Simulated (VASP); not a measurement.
# ScAl4N (Amm2) in VASP: further runs, part 2 of 2

VASP 6.6.1. The steps go on from the part before.

**4. Single point, PBE**

File INCAR:

```
PREC = Accurate
ENCUT = 520
EDIFF = 1E-6
ISMEAR = 0
SIGMA = 0.1
LREAL = False
LASPH = True
NELM = 80
ALGO = Normal
ISIF = 2
LWAVE = False
LCHARG = False
GGA = PE
NBANDS = 23
```

File KPOINTS:

```
Automatic mesh
0
Gamma
  8 10 10
```

File POSCAR:

```
ScAl4N
1.0
    4.9340815487      0.0000000000      0.0000000000
    0.0000000000      2.3649560814      5.1229310876
    0.0000000000     -2.3649560814      5.1229310876
Sc Al N
1 4 1
Direct
    0.0000000000      0.3810250860      0.3810250860
    0.0000000000      0.6614123164      0.6614123164
    0.5000000000      0.5421631619      0.5421631619
    0.5000000000      0.5351750861      0.0369699199
    0.5000000000      0.0369699199      0.5351750861
    0.0000000000      0.8426249397      0.8426249397
```

Potentials or basis: VASP PAW PBE potentials, release 64 (Sc_sv, Al, N).

The run is started by

```console
$ cat potpaw_PBE.64/Sc_sv/POTCAR potpaw_PBE.64/Al/POTCAR potpaw_PBE.64/N/POTCAR > POTCAR
$ mpirun -np 1 vasp_std > vasp.out
```

OUTCAR:

```text
PREC = Accurate
   ENCUT = 520
   EDIFF = 1E-6
   ISMEAR = 0
   LREAL = False
   LASPH = True
   NELM = 80
   ISIF = 2
   GGA = PE

 ion  position               nearest neighbor table
   1  0.000  0.381  0.381-   6 2.40   6 2.40   2 2.87   4 2.90   5 2.90   4 2.90   5 2.90   3 2.97
                             3 2.97   2 3.26   2 3.26
   2  0.000  0.661  0.661-   6 1.86   3 2.75   3 2.75   1 2.87   4 3.02   5 3.02   4 3.02   5 3.02
                             1 3.26   1 3.26
   3  0.500  0.542  0.542-   2 2.75   2 2.75   5 2.77   4 2.77   5 2.88   4 2.88   1 2.97   1 2.97

[... 839 lines left out ...]
  Total        0.0058977      0.0451920      0.0096832      0.0000000      0.0000000      0.0000000
  in kB        0.0790345      0.6056116      0.1297632      0.0000000      0.0000000      0.0000000
  external PRESSURE =       0.2714698 kB  Pullay stress =       0.0000000 kB

 VOLUME and BASIS-vectors are now :
 -----------------------------------------------------------------------------
  energy-cutoff  :      520.00
  volume of cell :      119.56
      direct lattice vectors                 reciprocal lattice vectors
     4.934081549  0.000000000  0.000000000     0.202671964  0.000000000  0.000000000
     0.000000000  2.364956081  5.122931088     0.000000000  0.211420417  0.097600376
     0.000000000 -2.364956081  5.122931088     0.000000000 -0.211420417  0.097600376

 POSITION                                       TOTAL-FORCE (eV/Angst)
 -----------------------------------------------------------------------------------
      0.00000      0.00000      3.90393         0.000000      0.000000      0.008984
      0.00000      0.00000      6.77674         0.000000      0.000000     -0.013419
      2.46704      0.00000      5.55493         0.000000      0.000000     -0.000399
      2.46704      1.17823      2.93106         0.000000      0.009645     -0.000445
      2.46704     -1.17823      2.93106         0.000000     -0.009645     -0.000445
      0.00000      0.00000      8.63342         0.000000      0.000000      0.005724
 -----------------------------------------------------------------------------------
    total drift:                               -0.000000      0.000000      0.000611

  FREE ENERGIE OF THE ION-ELECTRON SYSTEM (eV)
  ---------------------------------------------------
  free  energy   TOTEN  =       -28.2942608438 eV

  energy  without entropy=      -28.2815948883  energy(sigma->0) =      -28.28792787
```

OSZICAR:

```text
N       E                     dE             d eps       ncg     rms          rms(c)
DAV:   1     0.212516824086E+03    0.21252E+03   -0.11882E+04  7138   0.106E+03
DAV:   2    -0.810054614218E+01   -0.22062E+03   -0.21318E+03  7265   0.304E+02
DAV:   3    -0.316523102670E+02   -0.23552E+02   -0.22286E+02 11333   0.848E+01
DAV:   4    -0.329243391245E+02   -0.12720E+01   -0.12663E+01 10291   0.217E+01
DAV:   5    -0.329611171700E+02   -0.36778E-01   -0.36761E-01  9334   0.387E+00    0.123E+01
DAV:   6    -0.295906714882E+02    0.33704E+01   -0.35965E+01 12260   0.367E+01    0.910E+00
DAV:   7    -0.284059196442E+02    0.11848E+01   -0.82767E+00 11828   0.192E+01    0.356E+00
DAV:   8    -0.283253914375E+02    0.80528E-01   -0.13749E+00 10549   0.863E+00    0.124E+00
DAV:   9    -0.282960437809E+02    0.29348E-01   -0.11310E-01 10203   0.195E+00    0.608E-01
DAV:  10    -0.282936847747E+02    0.23590E-02   -0.24232E-02 10679   0.111E+00    0.268E-01
DAV:  11    -0.282941789996E+02   -0.49422E-03   -0.27236E-03 11170   0.374E-01    0.117E-01
DAV:  12    -0.282942719238E+02   -0.92924E-04   -0.71332E-04 11118   0.184E-01    0.399E-02
DAV:  13    -0.282942589326E+02    0.12991E-04   -0.21871E-04 11699   0.109E-01    0.162E-02
DAV:  14    -0.282942605354E+02   -0.16028E-05   -0.40043E-05 10546   0.385E-02    0.794E-03
DAV:  15    -0.282942608438E+02   -0.30845E-06   -0.50940E-06  8733   0.124E-02
   1 F= -.28294261E+02 E0= -.28287928E+02  d E =-.126660E-01
```

It took 6.5 min on 1 thread of Intel Xeon Platinum 8259CL at 2.50GHz (Skylake/Cascade Lake), shared host; peak memory 0.54 GiB.

Results:

* Free energy: -28.2943 eV
* Pressure: 0.0 GPa
* Largest force: 0.013 eV/Å
* Band gap on the k mesh: zero (band 14 reaches 4.78 eV, above the bottom of band 15 at 4.16 eV)

Forces on the atoms (eV/Å):
```
Sc   0.000  0.000  0.009
Al   0.000  0.000 -0.013
Al   0.000  0.000  0.000
Al   0.000  0.010  0.000
Al   0.000 -0.010  0.000
N    0.000  0.000  0.006
```

Levels at points of the mesh, in eV from the Fermi level:
| k point | band 12 | band 13 | band 14 | band 15 | band 16 | band 17 |
| --- | --- | --- | --- | --- | --- | --- |
| (0.00, 0.00, 0.00) | -1.12 | -0.60 | -0.37 | 0.34 | 0.64 | 0.97 |
| (0.50, 0.00, 0.00) | -2.14 | -0.92 | -0.53 | 0.49 | 0.69 | 1.03 |
| (0.00, 0.50, 0.00) | -1.77 | -0.94 | -0.37 | -0.35 | 1.15 | 2.13 |
| (0.50, 0.50, 0.00) | -2.16 | -0.96 | -0.08 | 0.40 | 1.53 | 1.59 |
| (0.00, 0.50, 0.50) | -1.40 | -0.85 | -0.21 | 0.83 | 1.35 | 1.49 |
| (0.50, 0.50, 0.50) | -1.60 | -1.44 | -0.29 | 1.25 | 1.83 | 1.93 |

**5. Summary**

```csv
spin,cell,k mesh,gap on the mesh (eV),pressure (GPa),largest force (eV/Å)
off,"a = 4.916, b = 5.661, c = 5.661 Å, angles 49.3, 90.0, 90.0°, 6 atoms",4 × 4 × 4,none,0.1,0.01
"collinear, ferromagnetic start","a = 4.916, b = 5.661, c = 5.661 Å, angles 49.3, 90.0, 90.0°, 6 atoms",4 × 4 × 4,none,0.1,0.01
off,"a = 4.934, b = 5.642, c = 5.642 Å, angles 49.6, 90.0, 90.0°, 6 atoms",8 × 10 × 10,none,0.0,0.01
```

Alike in all rows: task single point; level PBE; potentials or basis VASP PAW PBE potentials, release 64 (Sc_sv, Al, N); cutoff (eV) 520; smearing gaussian 0.1 eV.

Caveats: some runs use coarse meshes.

Absolute energies hang on the potentials; compare differences alone.
